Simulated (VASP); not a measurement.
Wanted: the native input for a VASP 6.6.1 run.

* Task: single point
* Functional: PBE
* Potentials or basis: VASP PAW PBE potentials, release 64 (Al, O)
* Cutoff: 520 eV
* k mesh: 12 × 12 × 2
* Occupations: gaussian, width 0.1 eV
* Spin: no spin polarisation
* Dipole correction: no
* Further INCAR settings: ALGO = Normal; EDIFF = 1e-06; NBANDS = 21

The structure of Al6O lies in POSCAR:

```
Al6O
1.0
    2.8543818357      0.0000000000      0.0000000000
   -1.4271909179      2.4719671818      0.0000000000
    0.0000000000      0.0000000000     14.4148711093
Al O
6 1
Direct
    0.6666666667      0.3333333333      0.4192811826
    0.3333333333      0.6666666667      0.5807188174
    0.6666666667      0.3333333333      0.9000091744
    0.3333333333      0.6666666667      0.0999908256
    0.0000000000      0.0000000000      0.2601404563
    0.0000000000      0.0000000000      0.7398595437
    0.0000000000      0.0000000000      0.0000000000
```

One way to write it, as run:

INCAR

```
PREC = Accurate
ENCUT = 520
EDIFF = 1E-6
ISMEAR = 0
SIGMA = 0.1
LREAL = F
LASPH = T
NELM = 80
ALGO = Normal
ISIF = 2
LWAVE = F
LCHARG = T
GGA = PE
LELF = T
LVHAR = T
NBANDS = 21
```

KPOINTS

```
regular mesh
0
Gamma
  12 12 2
```

Potentials or basis: VASP PAW PBE potentials, release 64 (Al, O).

The run is started by

```console
$ cat potpaw_PBE.64/Al/POTCAR potpaw_PBE.64/O/POTCAR > POTCAR
$ mpirun -np 1 vasp_std > vasp.out
```

Results of the run:

- Pressure: 0.0 GPa
- Band gap on the k mesh: zero (bands 12 and 13 overlap by 4.05 eV)

Run time: 35 s on 1 thread of Intel(R) Xeon(R) 6975P-C (Granite Rapids), on a shared host, peak memory 0.25 GiB.
